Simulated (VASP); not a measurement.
# Al9N in VASP: relaxation of the atoms with PBEsol

Aim: the relaxation of the atoms of Al9N with PBEsol.

Program: VASP 6.6.1. These are calculated values, not measurements. Logs are shortened: lines on timing, memory, paths and dates and some standing lists are left out, and cuts for length are marked.

### Step 1. The cell of the first run

The cell holds a slab with vacuum, 10 atoms: a = 2.836 Å, b = 2.836 Å, c = 34.138 Å, α = 90.00°, β = 90.00°, γ = 120.00°.

### Step 2. Relaxation of the atoms, PBEsol

The input, INCAR:

```
PREC = Accurate
ENCUT = 520
EDIFF = 1E-6
ISMEAR = 0
SIGMA = 0.1
LREAL = F
LASPH = T
NELM = 60
ALGO = Normal
ISIF = 2
LWAVE = F
LCHARG = F
LDIPOL = T
IDIPOL = 3
DIPOL = 0.5 0.5 0.420
GGA = PS
IBRION = 2
NSW = 36
EDIFFG = -0.025
```

The input, KPOINTS:

```
Automatic mesh
0
Gamma
  12 12 1
```

The input, POSCAR:

```
Al9N
1.0
    2.8360890834      0.0000000000      0.0000000000
   -1.4180445417      2.4561251936      0.0000000000
    0.0000000000      0.0000000000     34.1378324787
Al N
9 1
Selective dynamics
Direct
    0.3333333333      0.6666666667      0.1171720554  F F F
    0.0000000000      0.0000000000      0.1854391565  F F F
    0.6666666667      0.3333333333      0.2537062577  F F F
    0.0000000000      0.0000000000      0.3219733588  F F F
    0.3333333333      0.6666666667      0.3896661213  F F F
    0.0000000000      0.0000000000      0.4573304602  F F F
    0.6666666667      0.3333333333      0.5260691494  F F F
    0.0000000000      0.0000000000      0.5941774940  F F F
    0.3333333333      0.6666666667      0.6631303406  F F F
    1.0000000000      1.0000000000      0.6864836231  F F T
```

Potentials or basis: VASP PAW PBE potentials, release 64 (Al, N).

Command:

```bash
> cat potpaw_PBE.64/Al/POTCAR potpaw_PBE.64/N/POTCAR > POTCAR
> mpirun -np 1 vasp_std > vasp.out
```

OUTCAR:

```text
PREC = Accurate
   ENCUT = 520
   EDIFF = 1E-6
   ISMEAR = 0
   LREAL = F
   LASPH = T
   NELM = 60
   ISIF = 2
   GGA = PS
   IBRION = 2
   NSW = 36
   EDIFFG = -0.025

 ion  position               nearest neighbor table
   1  0.333  0.667  0.117-   2 2.85   2 2.85   2 2.85
   2  0.000  0.000  0.185-   1 2.85   1 2.85   1 2.85   3 2.85   3 2.85   3 2.85
   3  0.667  0.333  0.254-   4 2.85   4 2.85   4 2.85   2 2.85   2 2.85   2 2.85
   4  0.000  0.000  0.322-   5 2.83   5 2.83   5 2.83   3 2.85   3 2.85   3 2.85
   5  0.333  0.667  0.390-   6 2.83   6 2.83   6 2.83   4 2.83   4 2.83   4 2.83
   6  0.000  0.000  0.457-   5 2.83   5 2.83   5 2.83   7 2.86   7 2.86   7 2.86
   7  0.667  0.333  0.526-   8 2.84   8 2.84   8 2.84   6 2.86   6 2.86   6 2.86
   8  0.000  0.000  0.594-   7 2.84   7 2.84   7 2.84   9 2.87   9 2.87   9 2.87
   9  0.333  0.667  0.663-  10 1.82  10 1.82  10 1.82   8 2.87   8 2.87   8 2.87
  10  0.000  0.000  0.686-   9 1.82   9 1.82   9 1.82

  LATTYP: Found a hexagonal cell.
 ALAT       =     2.8360890834
 C/A-ratio  =    12.0369394172

  Lattice vectors:

 A1 = (   2.8360890834,   0.0000000000,   0.0000000000)
 A2 = (  -1.4180445417,   2.4561251936,   0.0000000000)
 A3 = (   0.0000000000,   0.0000000000,  34.1378324787)

Analysis of symmetry for initial positions (statically):
=====================================================================
 Subroutine PRICEL returns:
 Original cell was already a primitive cell.

 Routine SETGRP: Setting up the symmetry group for a
 hexagonal supercell.

 Subroutine GETGRP returns: Found  6 space group operations
 (whereof  6 operations were pure point group operations)
 out of a pool of 24 trial point group operations.

The static configuration has the point symmetry C_3v.

Analysis of symmetry for dynamics (positions and initial velocities):
=====================================================================
 Subroutine PRICEL returns:
 Original cell was already a primitive cell.

 Routine SETGRP: Setting up the symmetry group for a
 hexagonal supercell.

 Subroutine GETGRP returns: Found  6 space group operations
 (whereof  6 operations were pure point group operations)
 out of a pool of 24 trial point group operations.

The dynamic configuration has the point symmetry C_3v.

Analysis of constrained symmetry for selective dynamics:
=====================================================================
 Subroutine PRICEL returns:
 Original cell was already a primitive cell.

 Routine SETGRP: Setting up the symmetry group for a
 hexagonal supercell.

 Subroutine GETGRP returns: Found  6 space group operations
 (whereof  6 operations were pure point group operations)
 out of a pool of 24 trial point group operations.

The constrained configuration has the point symmetry C_3v.

 Subroutine INISYM returns: Found  6 space group operations
 (whereof  6 operations are pure point group operations),
 and found     1 'primitive' translations

----------------------------------------------------------------------------------------

                                     Primitive cell

  volume of cell :     237.7970

  direct lattice vectors                    reciprocal lattice vectors
     2.836089083  0.000000000  0.000000000     0.352598233  0.203572685  0.000000000
    -1.418044542  2.456125194  0.000000000     0.000000000  0.407145370  0.000000000
     0.000000000  0.000000000 34.137832479     0.000000000  0.000000000  0.029293014

  length of vectors
     2.836089083  2.836089083 34.137832479     0.407145370  0.407145370  0.029293014

  position of ions in fractional coordinates (direct lattice)
     0.333333333  0.666666667  0.117172055
     0.000000000  0.000000000  0.185439157
     0.666666667  0.333333333  0.253706258
     0.000000000  0.000000000  0.321973359
     0.333333333  0.666666667  0.389666121
     0.000000000  0.000000000  0.457330460
     0.666666667  0.333333333  0.526069149
     0.000000000  0.000000000  0.594177494
     0.333333333  0.666666667  0.663130341
[... 38 lines left out ...]

 Found     19 irreducible k-points:

 Following reciprocal coordinates:
            Coordinates               Weight
  0.000000  0.000000  0.000000      1.000000
  0.083333  0.000000  0.000000      6.000000
  0.166667 -0.000000  0.000000      6.000000
  0.250000 -0.000000  0.000000      6.000000
  0.333333 -0.000000  0.000000      6.000000
  0.416667  0.000000  0.000000      6.000000
[... 11 lines left out ...]
  0.333333  0.250000  0.000000     12.000000
  0.333333  0.333333  0.000000      2.000000
   k-points           NKPTS =     19   k-points in BZ     NKDIM =     19   number of bands    NBANDS=     22
   number of dos      NEDOS =    301   number of ions     NIONS =     10
   total plane-waves  NPLWV = 147456
   dimension x,y,z NGX =    24 NGY =   24 NGZ =  256
   dimension x,y,z NGXF=    48 NGYF=   48 NGZF=  512
   ions per type =               9   1
   NGX,Y,Z   is equivalent  to a cutoff of  14.07, 14.07, 12.47 a.u.
   NGXF,Y,Z  is equivalent  to a cutoff of  28.14, 28.14, 24.93 a.u.
 SYSTEM =  unknown system
   PREC   = accura    normal or accurate (medium, high low for compatibility)
   ISTART =      0    job   : 0-new  1-cont  2-samecut
   ICHARG =      2    charge: 1-file 2-atom 10-const
   ISPIN  =      1    spin polarized calculation?
   LNONCOLLINEAR =      F non collinear calculations
   LSORBIT =      F    spin-orbit coupling
   LASPH  =      T    aspherical Exc in radial PAW
   ENCUT  =  520.0 eV  38.22 Ry    6.18 a.u.   5.27  5.27 63.47*2*pi/ulx,y,z
   NELM   =     60;   NELMIN=  2; NELMDL= -5     # of ELM steps
   EDIFF  = 0.1E-05   stopping-criterion for ELM
   LREAL  =      F    real-space projection
   EDIFFG = -.3E-01   stopping-criterion for IOM
   NSW    =     36    number of steps for IOM
   IBRION =      2    ionic relax: 0-MD 1-quasi-New 2-CG
   NFREE  =      1    steps in history (QN), initial steepest desc. (CG)
   ISIF   =      2    stress and relaxation
   ISYM   =      2    0-nonsym 1-usesym 2-fastsym
   POTIM  = 0.5000    time-step for ionic-motion
   TEBEG  =    0.0;   TEEND  =   0.0 temperature during run
   PSTRESS=    0.0 pullay stress
   NELECT =      32.0000    total number of electrons
   NUPDOWN=      -1.0000    fix difference up-down
   EMIN   =  10.00;   EMAX   =-10.00  energy-range for DOS
   EFERMI =   0.00;   METHOD = LEGACY
   ISMEAR =     0;   SIGMA  =   0.10  broadening in eV -4-tet -1-fermi 0-gaus
   EFERMI_NEDOS =   21; number of points for ismear=-14 and -15
   IALGO  =     38    algorithm
   IMIX   =      4    mixing-type and parameters
     AMIX     =   0.40;   BMIX     =  1.00
     AMIX_MAG =   1.60;   BMIX_MAG =  1.00
  volume/ion in A,a.u.               =      23.78       160.47
  Fermi-wavevector in a.u.,A,eV,Ry     =   0.838924  1.585337  9.575696  0.703794
  Thomas-Fermi vector in A             =   1.953059
   LORBIT       =      0    0 simple, 1 ext, 2 COOP (PROOUT), +10 PAW based schemes
   GGA     = PS    functional components
   LHFCALC =     F    Hartree Fock is set to
   AEXX    =    0.0000 exact exchange contribution
   IVDW    =     0    specifies the selected vdW correction
   LEPSILON=     F    determine dielectric tensor
   LRPA    =     F    only Hartree local field effects (RPA)
 conjugate gradient relaxation of ions
 non-spin polarized calculation
 Gauss-broadening in eV      SIGMA  =   0.10
  energy-cutoff  :      520.00
  volume of cell :      237.80
 maximum number of plane-waves:      6440
 NGX is ok and might be reduce to    24
   NGX = 11   NGY = 11   NGZ =127

--------------------------------------- Ionic step        1  -------------------------------------------

 number of electron      31.9999999 magnetization

 Free energy of the ion-electron system (eV)
  ---------------------------------------------------
  ext. energy  EPLUGINS =         0.00000000
  ---------------------------------------------------
  free energy    TOTEN  =       -44.78455746 eV

  energy without entropy =      -44.76766343  energy(sigma->0) =      -44.77611045

------------------------ aborting loop because EDIFF is reached ----------------------------------------

  FORCE on cell =-STRESS in cart. coord.  units (eV):
  Direction    XX          YY          ZZ          XY          YZ          ZX
  --------------------------------------------------------------------------------------
  -------------------------------------------------------------------------------------
  Total        4.3533924      4.3533924     -1.1795320      0.0000000     -0.0000000      0.0000000
  in kB       29.3313520     29.3313520     -7.9471971      0.0000000     -0.0000000      0.0000000
  external PRESSURE =      16.9051689 kB  Pullay stress =       0.0000000 kB
[... 69 lines left out ...]
  FREE ENERGIE OF THE ION-ELECTRON SYSTEM (eV)
  ---------------------------------------------------
  free  energy   TOTEN  =       -45.0833450012 eV

  energy  without entropy=      -45.0650807327  energy(sigma->0) =      -45.07421287

 dipolmoment           0.000000      0.000000     -0.039128 electrons x Angstroem

--------------------------------------- Ionic step        3  -------------------------------------------

 number of electron      31.9999998 magnetization

------------------------ aborting loop because EDIFF is reached ----------------------------------------
[... 83 lines left out ...]
--------------------------------------- Ionic step        5  -------------------------------------------

 number of electron      31.9999998 magnetization

 dipolmoment           0.000000      0.000000      0.055600 electrons x Angstroem

 Free energy of the ion-electron system (eV)
  ---------------------------------------------------
  ext. energy  EPLUGINS =         0.00000000
  ---------------------------------------------------
  free energy    TOTEN  =       -45.38865582 eV

  energy without entropy =      -45.37362503  energy(sigma->0) =      -45.38114042

 E-fermi :   3.1780     XC(G=0):  -6.9778

 val. band max:        3.1545452901   @ k =   0.2500   0.2500   0.0000
 cond. band min:       3.1792942726   @ k =   0.4167   0.0000   0.0000
 fundamental gap:      0.0247489825
 Fermi energy:         3.1779878221

 k-point     1 :       0.0000    0.0000    0.0000
  band No.  band energies     occupation
      1     -12.9741      2.00000
      2      -7.9179      2.00000
      3      -7.6317      2.00000
      4      -7.1941      2.00000
      5      -6.5698      2.00000
      6      -5.7687      2.00000
[... 464 lines left out ...]
     21       2.9377      1.99932
     22       3.5297      0.00000

------------------------ aborting loop because EDIFF is reached ----------------------------------------

 vacuum level on the upper side and lower side of the slab       (xc-potential included)         0.534        -0.934

  FORCE on cell =-STRESS in cart. coord.  units (eV):
  Direction    XX          YY          ZZ          XY          YZ          ZX
  --------------------------------------------------------------------------------------
  -------------------------------------------------------------------------------------
  Total       10.8927884     10.8927884      1.0373121      0.0000000      0.0000000      0.0000000
  in kB       73.3910903     73.3910903      6.9889789      0.0000000      0.0000000      0.0000000
  external PRESSURE =      51.2570532 kB  Pullay stress =       0.0000000 kB
[... 25 lines left out ...]
  FREE ENERGIE OF THE ION-ELECTRON SYSTEM (eV)
  ---------------------------------------------------
  free  energy   TOTEN  =       -45.3886558218 eV

  energy  without entropy=      -45.3736250269  energy(sigma->0) =      -45.38114042

 reached required accuracy - stopping structural energy minimisation

 vacuum level on the upper side and lower side of the slab         8.709         7.185
```

Run time: 41 min. Hardware: 1 thread of Intel Xeon 8259CL, shared host; peak memory 0.45 GiB.

What came out:

* Free energy: -45.3887 eV
* Energy gained by relaxing: 60.4 meV/atom
* Ionic steps: 5
* Band gap on the k mesh: zero (bands 16 and 17 overlap by 3.28 eV)

The path:
```csv
step,energy change (eV),largest force on free atoms (eV/Å),pressure (GPa)
1,0.0000,2.6284,1.69
2,-0.2988,2.0801,2.78
3,-0.5893,0.3573,5.65
4,-0.6027,0.1160,5.30
5,-0.6041,0.0099,5.13
```

Final structure:
```
CELL_PARAMETERS angstrom
2.83609 0.00000 0.00000
-1.41804 2.45613 0.00000
0.00000 0.00000 34.13783
ATOMIC_POSITIONS crystal
Al 0.33333 0.66667 0.11717
Al 0.00000 0.00000 0.18544
Al 0.66667 0.33333 0.25371
Al 0.00000 0.00000 0.32197
Al 0.33333 0.66667 0.38967
Al 0.00000 0.00000 0.45733
Al 0.66667 0.33333 0.52607
Al 0.00000 0.00000 0.59418
Al 0.33333 0.66667 0.66313
N 0.00000 0.00000 0.67400
```

Levels at points of the mesh, in eV from the Fermi level:
| k point | band 11 | band 12 | band 13 | band 14 | band 15 | band 16 | band 17 | band 18 | band 19 | band 20 |
| --- | --- | --- | --- | --- | --- | --- | --- | --- | --- | --- |
| (0.00, 0.00, 0.00) | -3.31 | -1.95 | -1.58 | -1.58 | -0.45 | 1.17 | 2.77 | 3.99 | 4.83 | 5.55 |
| (0.50, 0.00, 0.00) | -3.42 | -2.83 | -2.55 | -2.42 | -2.06 | -1.58 | -0.86 | -0.49 | 0.33 | 0.86 |

Caveat: the PAW data sets were made with another functional, which shifts forces and pressure a little.

The gap in the log of VASP goes by the Fermi energy; the results here count the filled bands.